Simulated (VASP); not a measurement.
Here is a VASP 6.6.1 calculation.

File INCAR:

```
SYSTEM = Zn3GeN
ALGO = Normal ; EDIFF = 1E-6
ENCUT = 520 ; GGA = PE
ISIF = 2 ; ISMEAR = 0
LASPH = .True. ; LCHARG = .False.
LREAL = .False. ; LWAVE = .False.
NBANDS = 36 ; NELM = 60
PREC = Accurate ; SIGMA = 0.1
```

KPOINTS

```
k-points
0
Gamma
  6 6 4
  0 0 0
```

File POSCAR:

```
Zn3GeN
1.0
    3.6761919786      0.0000000000      0.0000000000
    0.0000000000      3.6761919786      0.0000000000
    0.0000000000      0.0000000000      5.8918569851
Zn Ge N
3 1 1
Direct
    0.0000000000      0.5000000000      0.4969718850
    0.5000000000      0.5000000000      0.9843493489
    0.5000000000      0.0000000000      0.4969718850
    0.0000000000      0.0000000000      0.1439062210
    0.5000000000      0.5000000000      0.6503996800
```

Potentials or basis: VASP PAW PBE potentials, release 64 (Zn, Ge_d, N).

Run with:

```bash
$ cat potpaw_PBE.64/Zn/POTCAR potpaw_PBE.64/Ge_d/POTCAR potpaw_PBE.64/N/POTCAR > POTCAR
$ mpirun -np 1 vasp_std > vasp.out
```

Problem. Estimate the largest force.

Solution. 0.066 eV/Å.

Problem. Estimate the pressure.

Solution. 0.5 GPa.

Forces on the atoms (eV/Å):
```
Zn   0.000  0.000 -0.038
Zn   0.000  0.000  0.066
Zn   0.000  0.000 -0.038
Ge   0.000  0.000 -0.008
N    0.000  0.000  0.018
```
